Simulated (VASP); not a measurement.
# Ge (P6_3/mmc) in VASP: a series of runs, part 2 of 2

VASP 6.6.1. Earlier steps stand in the parts before.

### 3 Single point, RPBE (21.62 Å³/atom)

This run uses another cell than the first one, of 21.62 Å³/atom.

The input, INCAR:

```
SYSTEM = Ge
PREC = Accurate ; ENCUT = 520
EDIFF = 1E-6 ; ISMEAR = -1
SIGMA = 0.1 ; LREAL = .False.
LASPH = .True. ; NELM = 60
ALGO = Normal ; ISIF = 2
LWAVE = .False. ; LCHARG = .True.
GGA = RP ; LELF = .True.
LVHAR = .True. ; NBANDS = 36
```

The input, KPOINTS:

```
Automatic mesh
0
Gamma
  13 13 4
  0 0 0
```

The input, POSCAR:

```
Ge
1.0
    3.1228347588      0.0000000000      0.0000000000
   -1.5614173794      2.7044542329      0.0000000000
    0.0000000000      0.0000000000     10.2398144222
Ge
4
Direct
    0.0000000000      1.0000000000      1.0000000000
    0.0000000000      1.0000000000      0.5000000000
    0.3333333333      0.6666666667      0.2500000000
    0.6666666667      0.3333333333      0.7500000000
```

Potentials or basis: VASP PAW PBE potentials, release 64 (Ge_d).

Started as:

```sh
> cat potpaw_PBE.64/Ge_d/POTCAR > POTCAR
> mpirun -np 1 vasp_std > vasp.out
```

OUTCAR:

```text
SYSTEM = Ge
   PREC = Accurate
   ENCUT = 520
   EDIFF = 1E-6
   ISMEAR = -1
   LREAL = .False.
   LASPH = .True.
   NELM = 60
   ISIF = 2
   GGA = RP

 ion  position               nearest neighbor table
   1  0.000  0.000  0.000-
   2  0.000  0.000  0.500-
   3  0.333  0.667  0.250-
   4  0.667  0.333  0.750-

  LATTYP: Found a hexagonal cell.
 ALAT       =     3.1228347588
 C/A-ratio  =     3.2790125681

  Lattice vectors:

 A1 = (   3.1228347588,   0.0000000000,   0.0000000000)
 A2 = (  -1.5614173794,   2.7044542329,   0.0000000000)
 A3 = (   0.0000000000,   0.0000000000,  10.2398144222)

Analysis of symmetry for initial positions (statically):
=====================================================================
 Subroutine PRICEL returns:
 Original cell was already a primitive cell.

 Routine SETGRP: Setting up the symmetry group for a
 hexagonal supercell.

 Subroutine GETGRP returns: Found 24 space group operations
 (whereof 12 operations were pure point group operations)
 out of a pool of 24 trial point group operations.

The static configuration has the point symmetry D_3d.
 The point group associated with its full space group is D_6h.

Analysis of symmetry for dynamics (positions and initial velocities):
=====================================================================
 Subroutine PRICEL returns:
 Original cell was already a primitive cell.

 Routine SETGRP: Setting up the symmetry group for a
 hexagonal supercell.

 Subroutine GETGRP returns: Found 24 space group operations
 (whereof 12 operations were pure point group operations)
 out of a pool of 24 trial point group operations.

The dynamic configuration has the point symmetry D_3d.
 The point group associated with its full space group is D_6h.

 Subroutine INISYM returns: Found 24 space group operations
 (whereof 12 operations are pure point group operations),
 and found     1 'primitive' translations

----------------------------------------------------------------------------------------

                                     Primitive cell

  volume of cell :      86.4810

  direct lattice vectors                    reciprocal lattice vectors
     3.122834759  0.000000000  0.000000000     0.320221874  0.184880185  0.000000000
    -1.561417379  2.704454233  0.000000000     0.000000000  0.369760371  0.000000000
     0.000000000  0.000000000 10.239814422     0.000000000  0.000000000  0.097658020

  length of vectors
     3.122834759  3.122834759 10.239814422     0.369760371  0.369760371  0.097658020

  position of ions in fractional coordinates (direct lattice)
     0.000000000  0.000000000  0.000000000
     0.000000000  0.000000000  0.500000000
     0.333333333  0.666666667  0.250000000
     0.666666667  0.333333333  0.750000000

  ion indices of the primitive-cell ions
   primitive index   ion index
                 1           1
                 2           2
                 3           3
                 4           4

----------------------------------------------------------------------------------------

 KPOINTS: Automatic mesh

Automatic generation of k-mesh.
 Grid dimensions read from file:
 generate k-points for:   13   13    4

 Generating k-lattice:

  Cartesian coordinates                     Fractional coordinates (reciprocal lattice)
     0.024632452  0.014221553  0.000000000     0.076923077 -0.000000000  0.000000000
     0.000000000  0.028443105  0.000000000     0.000000000  0.076923077  0.000000000
     0.000000000  0.000000000  0.024414505     0.000000000  0.000000000  0.250000000

  Length of vectors
     0.028443105  0.028443105  0.024414505

  Shift w.r.t. Gamma in fractional coordinates (k-lattice)
     0.000000000  0.000000000  0.000000000

 Subroutine IBZKPT returns following result:
 ===========================================

 Found     63 irreducible k-points:

 Following reciprocal coordinates:
            Coordinates               Weight
  0.000000  0.000000  0.000000      1.000000
  0.076923  0.000000  0.000000      6.000000
  0.153846  0.000000  0.000000      6.000000
  0.230769  0.000000  0.000000      6.000000
  0.307692  0.000000  0.000000      6.000000
  0.384615  0.000000  0.000000      6.000000
[... 16 lines left out ...]
  0.076923  0.000000  0.250000     12.000000
  0.153846  0.000000  0.250000     12.000000
 [... further k-points ...]
   k-points           NKPTS =     63   k-points in BZ     NKDIM =     63   number of bands    NBANDS=     36
   number of dos      NEDOS =    301   number of ions     NIONS =      4
   total plane-waves  NPLWV =  46080
   dimension x,y,z NGX =    24 NGY =   24 NGZ =   80
   dimension x,y,z NGXF=    48 NGYF=   48 NGZF=  160
   ions per type =               4
   NGX,Y,Z   is equivalent  to a cutoff of  12.78, 12.78, 12.99 a.u.
   NGXF,Y,Z  is equivalent  to a cutoff of  25.55, 25.55, 25.98 a.u.
 SYSTEM =  Ge
   PREC   = accura    normal or accurate (medium, high low for compatibility)
   ISTART =      0    job   : 0-new  1-cont  2-samecut
   ICHARG =      2    charge: 1-file 2-atom 10-const
   ISPIN  =      1    spin polarized calculation?
   LNONCOLLINEAR =      F non collinear calculations
   LSORBIT =      F    spin-orbit coupling
   LASPH  =      T    aspherical Exc in radial PAW
   ENCUT  =  520.0 eV  38.22 Ry    6.18 a.u.   5.81  5.81 19.04*2*pi/ulx,y,z
   NELM   =     60;   NELMIN=  2; NELMDL= -5     # of ELM steps
   EDIFF  = 0.1E-05   stopping-criterion for ELM
   LREAL  =      F    real-space projection
   EDIFFG = 0.1E-04   stopping-criterion for IOM
   NSW    =      0    number of steps for IOM
   IBRION =     -1    ionic relax: 0-MD 1-quasi-New 2-CG
   NFREE  =      0    steps in history (QN), initial steepest desc. (CG)
   ISIF   =      2    stress and relaxation
   ISYM   =      2    0-nonsym 1-usesym 2-fastsym
   POTIM  = 0.5000    time-step for ionic-motion
   TEBEG  =    0.0;   TEEND  =   0.0 temperature during run
   PSTRESS=    0.0 pullay stress
   NELECT =      56.0000    total number of electrons
   NUPDOWN=      -1.0000    fix difference up-down
   EMIN   =  10.00;   EMAX   =-10.00  energy-range for DOS
   EFERMI =   0.00;   METHOD = LEGACY
   ISMEAR =    -1;   SIGMA  =   0.10  broadening in eV -4-tet -1-fermi 0-gaus
   EFERMI_NEDOS =   21; number of points for ismear=-14 and -15
   IALGO  =     38    algorithm
   IMIX   =      4    mixing-type and parameters
     AMIX     =   0.40;   BMIX     =  1.00
     AMIX_MAG =   1.60;   BMIX_MAG =  1.00
  volume/ion in A,a.u.               =      21.62       145.90
  Fermi-wavevector in a.u.,A,eV,Ry     =   1.416328  2.676472 27.293094  2.005986
  Thomas-Fermi vector in A             =   2.537674
   LORBIT       =      0    0 simple, 1 ext, 2 COOP (PROOUT), +10 PAW based schemes
   GGA     = RP    functional components
   LHFCALC =     F    Hartree Fock is set to
   AEXX    =    0.0000 exact exchange contribution
   IVDW    =     0    specifies the selected vdW correction
   LEPSILON=     F    determine dielectric tensor
   LRPA    =     F    only Hartree local field effects (RPA)
 non-spin polarized calculation
  energy-cutoff  :      520.00
  volume of cell :       86.48
 maximum number of plane-waves:      2346
 NGX is ok and might be reduce to    24
   NGX = 11   NGY = 11   NGZ = 39

 number of electron      55.9999990 magnetization

 Free energy of the ion-electron system (eV)
  ---------------------------------------------------
  ext. energy  EPLUGINS =         0.00000000
  ---------------------------------------------------
  free energy    TOTEN  =       -15.24988597 eV

  energy without entropy =      -15.19229309  energy(sigma->0) =      -15.22108953

 E-fermi :   5.6013     XC(G=0): -10.5310

 val. band max:        5.6011997681   @ k =   0.3846   0.1538   0.5000
 cond. band min:       5.6362034499   @ k =   0.4615   0.0000   0.2500
 fundamental gap:      0.0350036818
 Fermi energy:         5.6012783656

 k-point     1 :       0.0000    0.0000    0.0000
  band No.  band energies     occupation
      1     -19.2564      2.00000
      2     -19.2559      2.00000
      3     -19.2556      2.00000
      4     -19.2556      2.00000
      5     -19.2516      2.00000
      6     -19.2516      2.00000
[... 28 lines left out ...]
     35      13.2555      0.00000
     36      13.3009      0.00000
[... 866 lines left out ...]
      6     -19.2436      2.00000
[... 28 lines left out ...]
     35      12.3026      0.00000
     36      12.9550      0.00000

 [... further k-points ...]
[... 5 lines left out ...]
  --------------------------------------------------------------------------------------
  -------------------------------------------------------------------------------------
  Total       -2.3429978     -2.3429978     -1.7649551      0.0000000     -0.0000000      0.0000000
  in kB      -43.4071971    -43.4071971    -32.6981757      0.0000000     -0.0000000      0.0000000
  external PRESSURE =     -39.8375233 kB  Pullay stress =       0.0000000 kB

 VOLUME and BASIS-vectors are now :
 -----------------------------------------------------------------------------
  energy-cutoff  :      520.00
  volume of cell :       86.48
      direct lattice vectors                 reciprocal lattice vectors
     3.122834759  0.000000000  0.000000000     0.320221874  0.184880185  0.000000000
    -1.561417379  2.704454233  0.000000000     0.000000000  0.369760371  0.000000000
     0.000000000  0.000000000 10.239814422     0.000000000  0.000000000  0.097658020

 POSITION                                       TOTAL-FORCE (eV/Angst)
 -----------------------------------------------------------------------------------
      0.00000      0.00000      0.00000         0.000000      0.000000      0.000000
      0.00000      0.00000      5.11991         0.000000      0.000000      0.000000
     -0.00000      1.80297      2.55995        -0.000000     -0.000000      0.000000
      1.56142      0.90148      7.67986         0.000000      0.000000      0.000000
 -----------------------------------------------------------------------------------
    total drift:                               -0.000000      0.000000     -0.000000

  FREE ENERGIE OF THE ION-ELECTRON SYSTEM (eV)
  ---------------------------------------------------
  free  energy   TOTEN  =       -15.2498859745 eV

  energy  without entropy=      -15.1922930905  energy(sigma->0) =      -15.22108953
```

stdout:

```text
POSCAR found type information on POSCAR Ge
 POSCAR found :  1 types and       4 ions
 scaLAPACK will be used
 -----------------------------------------------------------------------------
|                                                                             |
|                                                                             |
|     You enforced a specific xc type in the INCAR file but a different       |
|     I HOPE YOU KNOW WHAT YOU ARE DOING!                                     |
|                                                                             |
 -----------------------------------------------------------------------------

 LDA part: xc-table for (Slater+PW92), standard interpolation
 POSCAR, INCAR and KPOINTS ok, starting setup
 FFT: planning ... GRIDC
 FFT: planning ... GRID_SOFT
 FFT: planning ... GRID
 WAVECAR not read
 entering main loop
```

Wall time 4.3 min (1 thread of Intel Xeon 8259CL, shared host); peak memory 0.28 GiB.

What came out:

```yaml
Free_energy: -15.2499 eV
Pressure: -4.0 GPa
Band_gap_on_the_k_mesh: zero (bands 28 and 29 overlap by 8.11 eV)
```

Caveat: the cell stands under tension; the PAW data sets were made with another functional, which shifts forces and pressure a little.
